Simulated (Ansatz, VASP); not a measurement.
**HfGe3 in VASP and in Ansatz**

File INCAR:

```
SYSTEM = HfGe3
  ALGO = Normal
  EDIFF = 1E-7
  ENCUT = 520
  GGA = PE
  ISIF = 2
  ISMEAR = 0
  LASPH = .True.
  LCHARG = .False.
  LREAL = .False.
  LWAVE = .False.
  NBANDS = 34
  NELM = 100
  PREC = Accurate
  SIGMA = 0.05
```

File KPOINTS:

```
k-points
0
Gamma
  8 8 8
  0 0 0
```

Contents of POSCAR:

```
HfGe3
1.0
    4.1893899931      0.0000000000      0.0000000000
    0.0000000000      4.1893899931      0.0000000000
    0.0000000000      0.0000000000      4.1893899931
Hf Ge
1 3
Direct
    0.0000000000      0.0000000000      0.0000000000
    0.0000000000      0.5286437883      0.5000000000
    0.5000000000      0.5000000000      0.0000000000
    0.5000000000      0.0000000000      0.5000000000
```

Input for Ansatz:

```yaml
crystal:
  lattice:
    - [4.1893899931, 0.0, 0.0]
    - [0.0, 4.1893899931, 0.0]
    - [0.0, 0.0, 4.1893899931]
  atoms:
    - { symbol: Hf, position: [0.0, 0.0, 0.0] }
    - { symbol: Ge, position: [0.0, 0.5286437883, 0.5] }
    - { symbol: Ge, position: [0.5, 0.5, 0.0] }
    - { symbol: Ge, position: [0.5, 0.0, 0.5] }
basis:
  ecutwfc: 420
  ecutrho_ratio: 4
kpoints:
  mp_grid: { grid: [8, 8, 8] }
hamiltonian:
  xc: pbe
scf:
  occupations: { method: gaussian, width: 0.05 }
output:
  forces: true
  stress: true
  eigenvalues: true
  write_density: true
  write_potential: true
  elf: true
  volumetric_format: npy
```

Alike in both runs: task single point; functional PBE; k mesh 8 × 8 × 8; occupations gaussian, width 0.05 eV; no spin polarisation.

|  | VASP | Ansatz |
| --- | --- | --- |
| version | VASP 6.6.1 | Ansatz 0.2.0 |
| potentials or method | VASP PAW PBE potentials, release 64 (Hf_pv, Ge_d), cutoff 520 eV | scalar-relativistic, plane waves, PAW |
| valence electrons in the cell | 52 | 68 |

|  | VASP | Ansatz | Ansatz less VASP |
| --- | --- | --- | --- |
| gap on the k mesh at the Fermi level (eV) | none | none | - |
| pressure (GPa) | 0.0 | 0.3 | +0.27 |
| traceless stress, the component that is largest in VASP (GPa) | 0.23 | 0.23 | +0.003 |
| rms of the force components (eV/Å) | 0.159 | 0.162 | +0.0023 |

Atom by atom the forces differ by 0.003 eV/Å (rms over components). A gap of «none» marks a metal or a gap that the smearing closes. VASP's potentials hold 52 valence electrons a cell and Ansatz's 68, so a difference there can come from the potentials and not from the codes.

Neither program's run includes spin-orbit coupling.
